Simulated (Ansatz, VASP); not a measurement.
# Sn: VASP beside Ansatz

```
Sn
1.0
    -2.69393    2.69393    1.90499
     2.69393   -2.69393    1.90499
     2.69393    2.69393   -1.90499
Sn
2
Direct
  0.75000 0.25000 0.50000
  0.00000 0.00000 0.00000
```

Alike in both runs: task single point; functional PBE; k mesh 18 × 18 × 18; occupations gaussian, width 0.15 eV; no spin polarisation.

|  | VASP | Ansatz |
| --- | --- | --- |
| version | VASP 6.6.1 | Ansatz 0.2.0 |
| potentials or method | VASP PAW PBE potentials, release 64 (Sn_d), cutoff 520 eV | scalar-relativistic, plane waves, PAW |
| valence electrons in the cell | 28 | 28 |

|  | VASP | Ansatz | Ansatz less VASP |
| --- | --- | --- | --- |
| gap on the k mesh at the Fermi level (eV) | none | none | - |
| pressure (GPa) | 5.6 | 5.7 | +0.06 |
| traceless stress, the component that is largest in VASP (GPa) | -5.61 | -5.62 | -0.004 |

A gap of «none» marks a metal or a gap that the smearing closes.
